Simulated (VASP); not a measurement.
Set up this calculation in VASP 6.6.1, as the native input.

```
Task                   : single point
Functional             : PBE
Potentials or basis    : VASP PAW PBE potentials, release 64 (Ge_d, Si)
Cutoff                 : 520 eV
k mesh                 : 9 × 9 × 1
Occupations            : gaussian, width 0.1 eV
Spin                   : no spin polarisation
Dipole correction      : yes
Further INCAR settings : ALGO = Fast; EDIFF = 1e-06; NBANDS = 38
```

The structure of SiGe4 lies in POSCAR:

```
SiGe4
1.0
    4.0740542171      0.0000000000      0.0000000000
   -2.0370271085      3.5282344484      0.0000000000
    0.0000000000      0.0000000000     19.7403205846
Ge Si
4 1
Direct
    0.3333333333      0.6666666667      0.2026309544
    0.0000000000      0.0000000000      0.2447585800
    0.0000000000      0.0000000000      0.3792011874
    0.6666666667      0.3333333333      0.4174360061
    0.8888888889      1.2222222222      0.5224128696
```

The input as run:

INCAR

```
  PREC = Accurate
  ENCUT = 520
  EDIFF = 1E-6
  ISMEAR = 0
  SIGMA = 0.1
  LREAL = F
  LASPH = T
  NELM = 60
  ALGO = Fast
  ISIF = 2
  LWAVE = F
  LCHARG = T
  LDIPOL = T
  IDIPOL = 3
  DIPOL = 0.5 0.5 0.353
  GGA = PE
  LELF = T
  LVHAR = T
  LVACPOTAV = T
  NBANDS = 38
```

KPOINTS

```
Automatic mesh
0
Gamma
  9 9 1
```

Potentials or basis: VASP PAW PBE potentials, release 64 (Ge_d, Si).

Run with:

```sh
$ cat potpaw_PBE.64/Ge_d/POTCAR potpaw_PBE.64/Si/POTCAR > POTCAR
$ mpirun -np 1 vasp_std > vasp.out
```

Results of the run:

```
Largest force          : 0.701 eV/Å
Band gap on the k mesh : zero (bands 30 and 31 overlap by 0.69 eV)
```

It took 21 min on 1 thread of Oxide Virtual Turin-like Processor, with other jobs on the host, peak memory 0.53 GiB.
